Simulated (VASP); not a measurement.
Input of a VASP 6.6.1 run:

Contents of POSCAR:

```
ZnO
1.0
    3.4940166523      0.0000000000      0.0000000000
   -1.7470083261      3.0259071821      0.0000000000
    0.0000000000      0.0000000000      5.6283293093
Zn O
2 2
Direct
    0.3333333333      0.6666666667      0.0012360734
    0.6666666667      0.3333333333      0.5012360734
    0.3333333333      0.6666666667      0.3808639266
    0.6666666667      0.3333333333      0.8808639266
```

The input INCAR.step1:

```
SYSTEM = ZnO
  ALGO = Normal
  EDIFF = 1E-4
  ENCUT = 520
  GGA = PE
  ISMEAR = 0
  LASPH = .TRUE.
  LCHARG = .FALSE.
  LREAL = .FALSE.
  LWAVE = .TRUE.
  NBANDS = 26
  NELM = 80
  PREC = Accurate
  SIGMA = 0.05
```

File INCAR.step2:

```
SYSTEM = ZnO
  ALGO = Normal
  EDIFF = 1E-6
  ENCUT = 520
  ISIF = 2
  ISMEAR = 0
  ISTART = 1
  LASPH = .TRUE.
  LCHARG = .FALSE.
  LMIXTAU = .TRUE.
  LREAL = .FALSE.
  LWAVE = .FALSE.
  METAGGA = R2SCAN
  NBANDS = 26
  NELM = 80
  PREC = Accurate
  SIGMA = 0.05
```

Contents of KPOINTS:

```
k-points
0
G
  12 12 6
  0 0 0
```

Potentials or basis: VASP PAW PBE potentials, release 64 (Zn, O).

The run is started by

```sh
$ cat potpaw_PBE.64/Zn/POTCAR potpaw_PBE.64/O/POTCAR > POTCAR
$ cp INCAR.step1 INCAR
$ mpirun -np 1 vasp_std > vasp.out
$ cp INCAR.step2 INCAR
$ mpirun -np 1 vasp_std > vasp.out
```

Q: Estimate the band gap on the k mesh.

A: 0.85 eV.

Q: Estimate the pressure.

A: -20.5 GPa.

Q: Estimate the largest force.

A: 0.006 eV/Å.

Stress tensor (GPa, compression positive):
```
-20.59   0.00   0.00
  0.00 -20.59   0.00
  0.00   0.00 -20.20
```

Caveat: the cell differs from its parent crystal (strain +0.080 along x and y, +0.080 along z); the cell stands under tension; the PAW data sets were made with another functional, which shifts forces and pressure a little.
